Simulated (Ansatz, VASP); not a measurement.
TiO2: VASP beside Ansatz

```xyz
12
Lattice="-4.3508 4.3508 1.8876 4.3508 -4.3508 1.8876 4.3508 4.3508 -1.8876" Properties=species:S:1:pos:R:3 pbc="T T T"
Ti    0.0248    6.1582    0.0000
Ti    1.8075    4.3259    1.8876
Ti    2.5433    0.0248    0.0000
Ti    4.3259   -1.8075    1.8876
O     1.3121    4.3606    0.0000
O     2.9620    2.9441    1.8876
O     0.0099    3.0387    1.8876
O    -2.9441    2.9620    1.8876
O     7.2948    1.3888    0.0000
O     4.3409    1.3121    0.0000
O     1.3888    1.4067    0.0000
O     3.0387   -0.0099    1.8876
```

Alike in both runs: task electric field gradients; functional PBE; k mesh 6 × 6 × 6; occupations fermi-dirac, width 0.02 eV; no spin polarisation.

|  | VASP | Ansatz |
| --- | --- | --- |
| version | VASP 6.6.1 | Ansatz 0.2.0 |
| potentials or method | VASP PAW PBE potentials, release 64 (Ti_sv, O) | plane-wave PAW, scalar-relativistic |
| plane-wave cutoff (eV) | 520 | 420 |
| valence electrons in the cell | 96 | 96 |

```csv
,VASP,Ansatz,Ansatz less VASP
gap on the k mesh at the Fermi level (eV),1.62,1.64,+0.019
pressure (GPa),3.8,3.2,-0.60
"traceless stress, the component that is largest in VASP (GPa)",0.13,0.24,+0.117
rms of the force components (eV/Å),0.049,0.074,+0.0247
size of Vzz on the site where it differs most (V/Å²),12.8,15.6,+2.81
```

Atom by atom the forces differ by 0.028 eV/Å (rms over components).
